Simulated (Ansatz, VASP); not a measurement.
# Li in VASP and in Ansatz

File INCAR:

```
PREC = Accurate ; ENCUT = 520
EDIFF = 1E-8 ; ISMEAR = -1
SIGMA = 0.08 ; LREAL = F
LASPH = T ; NELM = 60
ALGO = Normal ; ISIF = 2
LWAVE = F ; LCHARG = F
GGA = PE ; LEFG = T
NBANDS = 8
```

KPOINTS

```
Automatic mesh
0
Gamma
  13 13 13
```

POSCAR

```
Li
1.0
    0.0660600000      2.2350300000      2.2350300000
    2.2350300000      0.0660600000      2.2350300000
    2.2350300000      2.2350300000      0.0660600000
Li
1
Direct
    0.0000000000      0.0000000000      0.0000000000
```

Input for Ansatz:

```yaml
crystal:
  lattice:
    - [0.06606, 2.23503, 2.23503]
    - [2.23503, 0.06606, 2.23503]
    - [2.23503, 2.23503, 0.06606]
  atoms:
    - { symbol: Li, position: [0.0, 0.0, 0.0] }
kpoints:
  mp_grid: { grid: [13, 13, 13] }
scf:
  occupations: { method: fermi_dirac, width: 0.08 }
hamiltonian:
  xc: pbe
  pseudopotentials: { kind: paw }
output:
  forces: true
  stress: true
  eigenvalues: true
  efg: { contact_densities: true }
  write_density: true
  write_potential: true
  elf: true
  volumetric_format: npy
```

Change from the starting cell: equal xy, yz and zx shear strains of +3 %, PAW files.

Alike in both runs: task electric field gradients; functional PBE; k mesh 13 × 13 × 13; occupations fermi-dirac, width 0.08 eV; no spin polarisation.

|  | VASP | Ansatz |
| --- | --- | --- |
| version | VASP 6.6.1 | Ansatz 0.2.0 |
| potentials or method | VASP PAW PBE potentials, release 64 (Li_sv) | PAW with Ansatz's default frozen-core files, scalar-relativistic |
| plane-wave cutoff (eV) | 520 | 420 |
| valence electrons in the cell | 3 | 3 |

|  | VASP | Ansatz | Ansatz less VASP |
| --- | --- | --- | --- |
| size of Vzz on the site where it differs most (V/Å²) | 0.3 | 0.2 | -0.03 |

The functional is the same, so the differences come from potentials, cutoffs and numerics.

Noted on VASP's run: the cutoff is short for stress, so the pressure is rough.
